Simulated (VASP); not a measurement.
Crystal: Sb.

```
Sb
1.0
    -1.54436    1.54436    2.65658
     1.54436   -1.54436    2.65658
     1.54436    1.54436   -2.65658
Sb
1
Direct
  0.00000 0.00000 0.00000
```

This cell differs from its parent crystal: volume scaled by 0.94.

Base run:

```yaml
Program: VASP 6.6.1
Functional: PBEsol
Potentials_or_basis: VASP PAW PBE potentials, release 64 (Sb)
Cutoff: 520 eV
k_mesh: 12 × 12 × 12
Occupations: fermi-dirac, width 0.05 eV
Spin: no spin polarisation
```

Its results: pressure 3.2 GPa.

Problem. The run is repeated on the same cell with these changes: functional from PBEsol to PBE; further incar settings from ALGO = Normal; EDIFF = 1e-07; NBANDS = 8 to ALGO = Normal; EDIFF = 1e-06; NBANDS = 8. What comes out?

Solution. Pressure 6.5 GPa.

Caveats: the PAW data sets were made with another functional, which shifts forces and pressure a little (some runs).
